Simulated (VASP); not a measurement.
Input of a VASP 6.6.1 run:

POSCAR

```
Si
1.0
   -2.1324288771      2.1324288771      1.1400449167
    2.1324288771     -2.1324288771      1.1400449167
    2.1324288771      2.1324288771     -1.1400449167
Si
2
Direct
    0.2500000000      0.7500000000      0.5000000000
    0.5000000000      0.5000000000      0.0000000000
```

The input INCAR.step1:

```
SYSTEM = Si
PREC = Accurate ; ENCUT = 520
ISMEAR = 0 ; SIGMA = 0.05
LREAL = .False. ; LASPH = .True.
NELM = 80 ; NBANDS = 11
GGA = PE ; ALGO = Normal
EDIFF = 1E-4 ; LWAVE = .True.
LCHARG = .False.
```

INCAR.step2

```
SYSTEM = Si
PREC = Accurate ; ENCUT = 520
EDIFF = 1E-7 ; ISMEAR = 0
SIGMA = 0.05 ; LREAL = .False.
LASPH = .True. ; NELM = 80
ALGO = Normal ; ISIF = 2
LWAVE = .False. ; LCHARG = .True.
METAGGA = R2SCAN ; LMIXTAU = .True.
LELF = .True. ; LVHAR = .True.
NBANDS = 11 ; ISTART = 1
```

File KPOINTS:

```
Automatic mesh
0
Gamma
  22 22 22
  0 0 0
```

Potentials or basis: VASP PAW PBE potentials, release 64 (Si).

Run with:

```sh
$ cat potpaw_PBE.64/Si/POTCAR > POTCAR
$ cp INCAR.step1 INCAR
$ mpirun -np 1 vasp_std > vasp.out
$ cp INCAR.step2 INCAR
$ mpirun -np 1 vasp_std > vasp.out
```

(1) What does it give for the pressure?

(2) Estimate the band gap on the k mesh.

Results:

(1) 95.0 GPa.

(2) zero (bands 4 and 5 overlap by 9.07 eV).

Caveat: the cell stands under pressure; the PAW data sets were made with another functional, which shifts forces and pressure a little.
